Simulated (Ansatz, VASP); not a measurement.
**Al3Cu: VASP beside Ansatz**

Contents of POSCAR:

```
Al3Cu
1.0
    3.9863486856      0.0000000000      0.0000000000
    0.0000000000      3.8891206689      0.0000000000
    0.0000000000      0.0000000000      3.8891206689
Al Cu
3 1
Direct
    0.0000000000      0.5000000000      0.5000000000
    0.5000000000      0.0000000000      0.5000000000
    0.5000000000      0.5000000000      0.0000000000
    0.0000000000      0.0000000000      0.0000000000
```

File INCAR.step1:

```
ALGO     = Normal         # electronic algorithm
EDIFF    = 1E-4           # SCF threshold, eV
ENCUT    = 520            # plane-wave cutoff, eV
GGA      = PE             # functional
ISMEAR   = 0              # smearing method
LASPH    = T              # aspherical terms in the spheres
LCHARG   = F              # write CHGCAR
LREAL    = F              # projectors in reciprocal space
LWAVE    = T              # write WAVECAR
NBANDS   = 18             # bands
NELM     = 60             # most SCF steps
PREC     = Accurate       # precision mode
SIGMA    = 0.15           # smearing width, eV
```

The input INCAR.step2:

```
ALGO     = Normal         # electronic algorithm
EDIFF    = 1E-6           # SCF threshold, eV
ENCUT    = 520            # plane-wave cutoff, eV
ISIF     = 2              # what is computed and relaxed
ISMEAR   = 0              # smearing method
ISTART   = 1            
LASPH    = T              # aspherical terms in the spheres
LCHARG   = F              # write CHGCAR
LMIXTAU  = T            
LREAL    = F              # projectors in reciprocal space
LWAVE    = F              # write WAVECAR
METAGGA  = R2SCAN         # meta-GGA
NBANDS   = 18             # bands
NELM     = 60             # most SCF steps
PREC     = Accurate       # precision mode
SIGMA    = 0.15           # smearing width, eV
```

KPOINTS

```
k-points
0
Gamma
  12 12 12
```

Input for Ansatz:

```yaml
crystal:
  lattice:
    - [3.9863486856, 0.0, 0.0]
    - [0.0, 3.8891206689, 0.0]
    - [0.0, 0.0, 3.8891206689]
  atoms:
    - { symbol: Al, position: [0.0, 0.5, 0.5] }
    - { symbol: Al, position: [0.5, 0.0, 0.5] }
    - { symbol: Al, position: [0.5, 0.5, 0.0] }
    - { symbol: Cu, position: [0.0, 0.0, 0.0] }
basis:
  ecutwfc: 500
kpoints:
  mp_grid: { grid: [12, 12, 12] }
hamiltonian:
  xc: r2scan
scf:
  occupations: { method: gaussian, width: 0.15 }
output:
  forces: true
  stress: true
  eigenvalues: true
```

Change from the starting cell: strain +0.0250 x Voigt [1, 0, 0, 0, 0, 0], atoms carried along.

Alike in both runs: task single point; functional r2SCAN; k mesh 12 × 12 × 12; occupations gaussian, width 0.15 eV; no spin polarisation.

|  | VASP | Ansatz |
| --- | --- | --- |
| version | VASP 6.6.1 | Ansatz 0.2.0 |
| potentials or method | VASP PAW PBE potentials, release 64 (Al, Cu), cutoff 520 eV | scalar-relativistic, plane waves, PAW |
| valence electrons in the cell | 20 | 28 |

```csv
,VASP,Ansatz,Ansatz less VASP
gap on the k mesh at the Fermi level (eV),none,none,-
pressure (GPa),-2.6,-2.5,+0.14
"traceless stress, the component that is largest in VASP (GPa)",-2.38,-2.38,+0.002
```

VASP's potentials were made for PBE, not for r2SCAN. A gap of «none» marks a metal or a gap that the smearing closes. VASP's potentials hold 20 valence electrons a cell and Ansatz's 28, so a difference there can come from the potentials and not from the codes.
